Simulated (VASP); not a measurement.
A run of VASP 6.6.1 is set up as follows.

The input INCAR:

```
PREC = Accurate ; ENCUT = 600
EDIFF = 1E-7 ; ISMEAR = 0
SIGMA = 0.1 ; LREAL = F
LASPH = T ; NELM = 60
ALGO = Normal ; ISIF = 3
LWAVE = F ; LCHARG = F
GGA = CA ; IBRION = 2
NSW = 100 ; EDIFFG = -0.05
```

File KPOINTS:

```
Automatic mesh
0
Gamma
  6 6 6
```

File POSCAR:

```
Ti3Al
1.0
    0.0000000000      3.2317810000      3.2317810000
    3.2317810000      0.0000000000      3.2317810000
    3.2317810000      3.2317810000      0.0000000000
Ti Al
3 1
Direct
    0.7500000000      0.7500000000      0.7500000000
    0.2500000000      0.2500000000      0.2500000000
    0.0000000000      0.0000000000      0.0000000000
    0.5000000000      0.5000000000      0.5000000000
```

Potentials or basis: VASP PAW LDA potentials, release 64 (Ti_sv, Al).

Run with:

```bash
$ cat potpaw_LDA.64/Ti_sv/POTCAR potpaw_LDA.64/Al/POTCAR > POTCAR
$ mpirun -np 1 vasp_std > vasp.out
```

Task: Predict the relaxed cell.

Result: a = 4.452 Å, b = 4.452 Å, c = 4.452 Å, α = 60.00°, β = 60.00°, γ = 60.00°.

Task: Predict the relaxed volume.

Result: 15.60 Å³/atom.

Task: Predict the space group after relaxing (to 0.05 Å).

Result: Fm-3m (No. 225).

Final structure:
```
Ti Al
1.0
     0.00000    3.14802    3.14802
     3.14802    0.00000    3.14802
     3.14802    3.14802    0.00000
Ti Al
3 1
Direct
  0.75000 0.75000 0.75000
  0.25000 0.25000 0.25000
  0.00000 0.00000 0.00000
  0.50000 0.50000 0.50000
```
